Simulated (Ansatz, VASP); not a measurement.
**ScH: VASP beside Ansatz**

```
CELL_PARAMETERS angstrom
-1.54634 1.54634 2.47295
1.54634 -1.54634 2.47295
1.54634 1.54634 -2.47295
ATOMIC_POSITIONS crystal
Sc 0.00000 0.00000 0.00000
H 0.50000 0.50000 0.00000
```

Alike in both runs: functional r2SCAN; k mesh 8 × 8 × 8; occupations gaussian, width 0.1 eV; no spin polarisation.

Ansatz relaxed the structure, and its values are those at the end. VASP's run is a single point on that final structure, the one shown.

```csv
,VASP,Ansatz
version,VASP 6.6.1,Ansatz 0.2.0
potentials or method,"VASP PAW PBE potentials, release 64 (Sc_sv, H), cutoff 520 eV","scalar-relativistic, plane waves, PAW"
valence electrons in the cell,12,12
```

```tsv
	VASP	Ansatz	Ansatz less VASP
gap on the k mesh at the Fermi level (eV)	none	none	-
pressure (GPa)	0.5	0.0	-0.43
```

VASP's potentials were made for PBE, not for r2SCAN. A gap of «none» marks a metal or a gap that the smearing closes. The functional is the same, so the differences come from potentials, cutoffs and numerics.
